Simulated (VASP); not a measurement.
# SrCl2 (C2/m) in VASP: settings compared, part 2 of 2

VASP 6.6.1. Earlier steps stand in the parts before.

## 3. Single point, r2SCAN (uniaxial x strain -5.0%)

The input, POSCAR:

```
SrCl2
1.0
    2.3331483831      1.4183888039      4.0153159702
   -2.3331483831      1.4183888039      4.0153159702
    0.0000000000     -2.8367776077      4.0153159702
Sr Cl
1 2
Direct
    0.0000000000      0.0000000000      0.0000000000
    0.2442215992      0.2442215992      0.2556859998
    0.7557784008      0.7557784008      0.7443140002
```

The input, INCAR.step1:

```
SYSTEM = SrCl2
PREC = Accurate
ENCUT = 520
ISMEAR = 0
SIGMA = 0.01
LREAL = .FALSE.
LASPH = .TRUE.
NELM = 60
NBANDS = 19
GGA = PE
ALGO = Normal
EDIFF = 1E-4
LWAVE = .TRUE.
LCHARG = .FALSE.
```

The input, INCAR.step2:

```
SYSTEM = SrCl2
PREC = Accurate
ENCUT = 520
EDIFF = 1E-6
ISMEAR = 0
SIGMA = 0.01
LREAL = .FALSE.
LASPH = .TRUE.
NELM = 60
ALGO = Normal
ISIF = 2
LWAVE = .FALSE.
LCHARG = .TRUE.
METAGGA = R2SCAN
LMIXTAU = .TRUE.
LELF = .TRUE.
LVHAR = .TRUE.
NBANDS = 19
ISTART = 1
```

The input, KPOINTS:

```
Automatic mesh
0
G
  6 6 6
  0 0 0
```

Potentials or basis: VASP PAW PBE potentials, release 64 (Sr_sv, Cl).

The run is started by

```sh
> cat potpaw_PBE.64/Sr_sv/POTCAR potpaw_PBE.64/Cl/POTCAR > POTCAR
> cp INCAR.step1 INCAR
> mpirun -np 1 vasp_std > vasp.out
> cp INCAR.step2 INCAR
> mpirun -np 1 vasp_std > vasp.out
```

OUTCAR:

```text
SYSTEM = SrCl2
   PREC = Accurate
   ENCUT = 520
   EDIFF = 1E-6
   ISMEAR = 0
   LREAL = .FALSE.
   LASPH = .TRUE.
   NELM = 60
   ISIF = 2
   METAGGA = R2SCAN
   ISTART = 1

 ion  position               nearest neighbor table
   1  0.000  0.000  0.000-   3 2.93   3 2.93   2 2.93   2 2.93   3 2.99   2 2.99   3 2.99   2 2.99

   2  0.244  0.244  0.256-   1 2.93   1 2.93   1 2.99   1 2.99
   3  0.756  0.756  0.744-   1 2.93   1 2.93   1 2.99   1 2.99

  LATTYP: Found a base centered monoclinic cell.
 ALAT       =     8.5103328232
 B/A-ratio  =     0.5483095507
 C/A-ratio  =     0.5776867480
 COS(beta)  =    -0.5770139863

  Lattice vectors:

 A1 = (   2.3331483831,   4.2551664116,   0.0000000000)
 A2 = (  -2.3331483831,   4.2551664116,   0.0000000000)
 A3 = (   0.0000000000,  -2.8367776077,   4.0153159702)

Analysis of symmetry for initial positions (statically):
=====================================================================
 Subroutine PRICEL returns:
 Original cell was already a primitive cell.

 Routine SETGRP: Setting up the symmetry group for a
 base centered monoclinic supercell.

 Subroutine GETGRP returns: Found  4 space group operations
 (whereof  4 operations were pure point group operations)
 out of a pool of  4 trial point group operations.

The static configuration has the point symmetry C_2h.

Analysis of symmetry for dynamics (positions and initial velocities):
=====================================================================
 Subroutine PRICEL returns:
 Original cell was already a primitive cell.

 Routine SETGRP: Setting up the symmetry group for a
 base centered monoclinic supercell.

 Subroutine GETGRP returns: Found  4 space group operations
 (whereof  4 operations were pure point group operations)
 out of a pool of  4 trial point group operations.

The dynamic configuration has the point symmetry C_2h.

 Subroutine INISYM returns: Found  4 space group operations
 (whereof  4 operations are pure point group operations),
 and found     1 'primitive' translations

----------------------------------------------------------------------------------------

                                     Primitive cell

  volume of cell :      79.7276

  direct lattice vectors                    reciprocal lattice vectors
     2.333148383  1.418388804  4.015315970     0.214302701  0.117504218  0.083015468
    -2.333148383  1.418388804  4.015315970    -0.214302701  0.117504218  0.083015468
     0.000000000 -2.836777608  4.015315970     0.000000000 -0.235008435  0.083015468

  length of vectors
     4.855735837  4.855735837  4.916306493     0.258117137  0.258117137  0.249239910

  position of ions in fractional coordinates (direct lattice)
     0.000000000  0.000000000  0.000000000
     0.244221599  0.244221599  0.255686000
     0.755778401  0.755778401  0.744314000

  ion indices of the primitive-cell ions
   primitive index   ion index
                 1           1
                 2           2
                 3           3

----------------------------------------------------------------------------------------

 KPOINTS: Automatic mesh

Automatic generation of k-mesh.
 Grid dimensions read from file:
 generate k-points for:    6    6    6

 Generating k-lattice:

  Cartesian coordinates                     Fractional coordinates (reciprocal lattice)
     0.035717117  0.019584036  0.013835911     0.166666667  0.000000000  0.000000000
    -0.035717117  0.019584036  0.013835911     0.000000000  0.166666667  0.000000000
     0.000000000 -0.039168073  0.013835911     0.000000000  0.000000000  0.166666667

  Length of vectors
     0.043019523  0.043019523  0.041539985

  Shift w.r.t. Gamma in fractional coordinates (k-lattice)
     0.000000000  0.000000000  0.000000000

 Subroutine IBZKPT returns following result:
 ===========================================

 Found     68 irreducible k-points:

 Following reciprocal coordinates:
            Coordinates               Weight
  0.000000  0.000000  0.000000      1.000000
  0.166667 -0.000000  0.000000      4.000000
  0.333333  0.000000 -0.000000      4.000000
  0.500000  0.000000  0.000000      2.000000
  0.166667  0.166667  0.000000      2.000000
  0.333333  0.166667  0.000000      4.000000
[... 16 lines left out ...]
 -0.333333  0.166667  0.166667      4.000000
 -0.166667  0.166667  0.166667      4.000000
 [... further k-points ...]
   k-points           NKPTS =     68   k-points in BZ     NKDIM =     68   number of bands    NBANDS=     19
   number of dos      NEDOS =    301   number of ions     NIONS =      3
   total plane-waves  NPLWV =  51840
   dimension x,y,z NGX =    36 NGY =   36 NGZ =   40
   dimension x,y,z NGXF=    72 NGYF=   72 NGZF=   80
   ions per type =               1   2
   NGX,Y,Z   is equivalent  to a cutoff of  12.33, 12.33, 13.53 a.u.
   NGXF,Y,Z  is equivalent  to a cutoff of  24.65, 24.65, 27.05 a.u.
 SYSTEM =  SrCl2
   PREC   = accura    normal or accurate (medium, high low for compatibility)
   ISTART =      1    job   : 0-new  1-cont  2-samecut
   ICHARG =      0    charge: 1-file 2-atom 10-const
   ISPIN  =      1    spin polarized calculation?
   LNONCOLLINEAR =      F non collinear calculations
   LSORBIT =      F    spin-orbit coupling
   LASPH  =      T    aspherical Exc in radial PAW
   ENCUT  =  520.0 eV  38.22 Ry    6.18 a.u.   9.03  9.03  9.14*2*pi/ulx,y,z
   NELM   =     60;   NELMIN=  2; NELMDL=  0     # of ELM steps
   EDIFF  = 0.1E-05   stopping-criterion for ELM
   LREAL  =      F    real-space projection
   EDIFFG = 0.1E-04   stopping-criterion for IOM
   NSW    =      0    number of steps for IOM
   IBRION =     -1    ionic relax: 0-MD 1-quasi-New 2-CG
   NFREE  =      0    steps in history (QN), initial steepest desc. (CG)
   ISIF   =      2    stress and relaxation
   ISYM   =      2    0-nonsym 1-usesym 2-fastsym
   POTIM  = 0.5000    time-step for ionic-motion
   TEBEG  =    0.0;   TEEND  =   0.0 temperature during run
   PSTRESS=    0.0 pullay stress
   NELECT =      24.0000    total number of electrons
   NUPDOWN=      -1.0000    fix difference up-down
   EMIN   =  10.00;   EMAX   =-10.00  energy-range for DOS
   EFERMI =   0.00;   METHOD = LEGACY
   ISMEAR =     0;   SIGMA  =   0.01  broadening in eV -4-tet -1-fermi 0-gaus
   EFERMI_NEDOS =   21; number of points for ismear=-14 and -15
   IALGO  =     38    algorithm
   IMIX   =      4    mixing-type and parameters
     AMIX     =   0.40;   BMIX     =  1.00
     AMIX_MAG =   1.60;   BMIX_MAG =  1.00
  volume/ion in A,a.u.               =      26.58       179.34
  Fermi-wavevector in a.u.,A,eV,Ry     =   1.097174  2.073359 16.378583  1.203792
  Thomas-Fermi vector in A             =   2.233530
   LORBIT       =      0    0 simple, 1 ext, 2 COOP (PROOUT), +10 PAW based schemes
   METAGGA = R2SCAN    functional components
   LHFCALC =     F    Hartree Fock is set to
   AEXX    =    0.0000 exact exchange contribution
   IVDW    =     0    specifies the selected vdW correction
   LEPSILON=     F    determine dielectric tensor
   LRPA    =     F    only Hartree local field effects (RPA)
 non-spin polarized calculation
 Gauss-broadening in eV      SIGMA  =   0.01
  energy-cutoff  :      520.00
  volume of cell :       79.73
 maximum number of plane-waves:      2178
   NGX = 19   NGY = 19   NGZ = 19

 number of electron      23.9999999 magnetization

 Free energy of the ion-electron system (eV)
  ---------------------------------------------------
  ext. energy  EPLUGINS =         0.00000000
  ---------------------------------------------------
  free energy    TOTEN  =       -35.62584008 eV

  energy without entropy =      -35.62584008  energy(sigma->0) =      -35.62584008

 E-fermi :   0.3155     XC(G=0):  -9.0636

 val. band max:        0.2684293882   @ k =   0.5000   0.0000   0.5000
 cond. band min:       6.1523486284   @ k =   0.5000   0.5000   0.0000
 fundamental gap:      5.8839192402
 Fermi energy:         0.3155078096

 k-point     1 :       0.0000    0.0000    0.0000
  band No.  band energies     occupation
      1     -33.5443      2.00000
      2     -14.9466      2.00000
      3     -14.9442      2.00000
      4     -14.9432      2.00000
      5     -13.8842      2.00000
      6     -12.8613      2.00000
[... 11 lines left out ...]
     18      10.3281      0.00000
     19      10.5880      0.00000
[... 485 lines left out ...]
 k-point    24 :      -0.1667    0.1667    0.1667
  band No.  band energies     occupation
      1     -33.5402      2.00000
      2     -15.3100      2.00000
      3     -14.9832      2.00000
      4     -14.9630      2.00000
      5     -13.2910      2.00000
      6     -13.0424      2.00000
[... 11 lines left out ...]
     18       9.8467      0.00000
     19      10.5949      0.00000

 [... further k-points ...]
[... 5 lines left out ...]
  --------------------------------------------------------------------------------------
  -------------------------------------------------------------------------------------
  Total        2.0853461      1.2656462      1.4017602      0.0000000     -0.2066845      0.0000000
  in kB       41.9063741     25.4339768     28.1692755      0.0000000     -4.1534583      0.0000000
  external PRESSURE =      31.8365421 kB  Pullay stress =       0.0000000 kB

 VOLUME and BASIS-vectors are now :
 -----------------------------------------------------------------------------
  energy-cutoff  :      520.00
  volume of cell :       79.73
      direct lattice vectors                 reciprocal lattice vectors
     2.333148383  1.418388804  4.015315970     0.214302701  0.117504218  0.083015468
    -2.333148383  1.418388804  4.015315970    -0.214302701  0.117504218  0.083015468
     0.000000000 -2.836777608  4.015315970     0.000000000 -0.235008435  0.083015468

 POSITION                                       TOTAL-FORCE (eV/Angst)
 -----------------------------------------------------------------------------------
      0.00000      0.00000      0.00000        -0.000000      0.000000     -0.000000
      0.00000     -0.03252      2.98791         0.000000     -0.001257     -0.000463
      0.00000      0.03252      9.05803         0.000000      0.001257      0.000463
 -----------------------------------------------------------------------------------
    total drift:                                0.000000     -0.000000      0.000000

  FREE ENERGIE OF THE ION-ELECTRON SYSTEM (eV)
  ---------------------------------------------------
  free  energy   TOTEN  =       -35.6258400757 eV

  energy  without entropy=      -35.6258400757  energy(sigma->0) =      -35.62584008
```

Wall time 8.1 min (1 thread of Oxide Virtual Turin-like, shared host); peak memory 0.26 GiB.

What came out:

| Item | Value |
| --- | --- |
| Free energy | -35.6258 eV |
| Pressure | 3.2 GPa |
| Band gap on the k mesh | 5.88 eV, indirect (least direct gap 5.90 eV) |

Stress tensor (GPa, compression positive):
```
 4.19  0.00  0.00
 0.00  2.54 -0.42
 0.00 -0.42  2.82
```

Caveat: the cell differs from its parent crystal (uniaxial x strain -5.0%); the PAW data sets were made with another functional, which shifts forces and pressure a little. A k mesh can miss the band edges.
